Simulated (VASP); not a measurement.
Runs of VASP 6.6.1 on AlN. The structure is that of space group Fm-3m (No. 225), or close to it. The cells are those of the table. 

```tsv
task	cell	k mesh	cutoff (eV)	smearing	gap on the mesh (eV)	pressure (GPa)	relaxed volume (Å³/atom)
relaxation of cell and atoms	relaxed from a = 2.878 Å, angles 60.0°, 2 atoms	10 × 10 × 10	600	gaussian 0.02 eV	4.44	0.4	8.40
single point	a = 2.878 Å, angles 60.0°, 2 atoms	8 × 8 × 8	600	gaussian 0.1 eV	4.41	-0.4	-
single point	a = 2.878 Å, angles 60.0°, 2 atoms	10 × 10 × 10	520	gaussian 0.02 eV	4.41	(c)	-
relaxation of cell and atoms	relaxed from a = 2.797 Å, angles 60.0°, 2 atoms	8 × 8 × 8	600	gaussian 0.1 eV	4.42	-0.3	(a)
single point	a = 2.797 Å, angles 60.0°, 2 atoms	8 × 8 × 8	600	gaussian 0.1 eV	(b)	25.1	-
```

Alike in all rows: level PBE; potentials or basis VASP PAW PBE potentials, release 64 (Al, N); no spin polarisation.

Q: Fill in the values left out.

A: (a) 8.43; (b) 5.19; (c) -0.2.

A k mesh can miss the band edges.
